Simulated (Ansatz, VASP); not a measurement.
**W: VASP beside Ansatz**

```xyz
3
Lattice="3.1348 0.0000 0.0000 0.0000 3.1348 0.0000 0.0000 0.0000 19.1348" Properties=species:S:1:pos:R:3 pbc="T T T"
W     0.0000    0.0000    8.1315
W     1.5674    1.5674    9.5674
W     0.0000    0.0000   11.0033
```

Alike in both runs: functional LDA; k mesh 13 × 13 × 1; occupations fermi-dirac, width 0.08 eV; no spin polarisation.

Ansatz relaxed the structure, and its values are those at the end. VASP's run is a single point on that final structure, the one shown.

```csv
,VASP,Ansatz
version,VASP 6.6.1,Ansatz 0.2.0
potentials or method,"VASP PAW LDA potentials, release 64 (W_sv)","PAW with Ansatz's default frozen-core files, scalar-relativistic"
plane-wave cutoff (eV),520,420
valence electrons in the cell,42,42
```

|  | VASP | Ansatz | Ansatz less VASP |
| --- | --- | --- | --- |
| rms of the force components (eV/Å) | 0.066 | 0.000 | -0.0654 |

LDA's correlation is that of Perdew and Zunger in VASP and of Perdew and Wang (1992) in Ansatz. Ansatz's warnings: stress scf threshold loose.

Neither program's run includes spin-orbit coupling.
